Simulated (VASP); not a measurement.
Write the native input for VASP 6.6.1 that does the following.

* Task: single point
* Functional: PBE
* Potentials or basis: VASP PAW PBE potentials, release 64 (Mo_sv, Ru_pv)
* Cutoff: 520 eV
* k mesh: 6 × 6 × 6
* Occupations: gaussian, width 0.1 eV
* Spin: collinear spin, ferromagnetic start
* Starting moments: [1.0, 1.0, 1.0, 1.0] μB
* Dipole correction: no
* Further INCAR settings: ALGO = Normal; EDIFF = 1e-06; NBANDS = 40

The structure of Mo3Ru lies in POSCAR:

```
Mo3Ru
1.0
    0.0000000000      3.1334805772      3.1334805772
    3.1334805772      0.0000000000      3.1334805772
    3.1334805772      3.1334805772      0.0000000000
Mo Ru
3 1
Direct
    0.7500000000      0.7500000000      0.7500000000
    0.2500000000      0.2500000000      0.2500000000
    0.0000000000      0.0000000000      0.0000000000
    0.5000000000      0.5000000000      0.5000000000
```

The input as run:

INCAR

```
  PREC = Accurate
  ENCUT = 520
  EDIFF = 1E-6
  ISMEAR = 0
  SIGMA = 0.1
  LREAL = F
  LASPH = T
  NELM = 150
  ALGO = Normal
  ISIF = 2
  LWAVE = F
  LCHARG = F
  ISPIN = 2
  MAGMOM = 1 1 1 1
  LORBIT = 11
  LMAXMIX = 4
  GGA = PE
  NBANDS = 40
```

KPOINTS

```
regular mesh
0
Gamma
  6 6 6
```

Potentials or basis: VASP PAW PBE potentials, release 64 (Mo_sv, Ru_pv).

Command:

```sh
$ cat potpaw_PBE.64/Mo_sv/POTCAR potpaw_PBE.64/Ru_pv/POTCAR > POTCAR
$ mpirun -np 1 vasp_std > vasp.out
```

It gave:

| Quantity | Value |
| --- | --- |
| Pressure | 0.3 GPa |
| Band gap on the k mesh | zero (filled and empty bands overlap) |
| Net moment | 0.00 μB per cell |
| Valence electrons inside the program's atomic spheres | Mo 12.42, 12.54; Ru 12.62 |

It took 40 s on 1 thread of Intel(R) Xeon(R) 6975P-C (Granite Rapids) (shared host), peak memory 0.27 GiB.
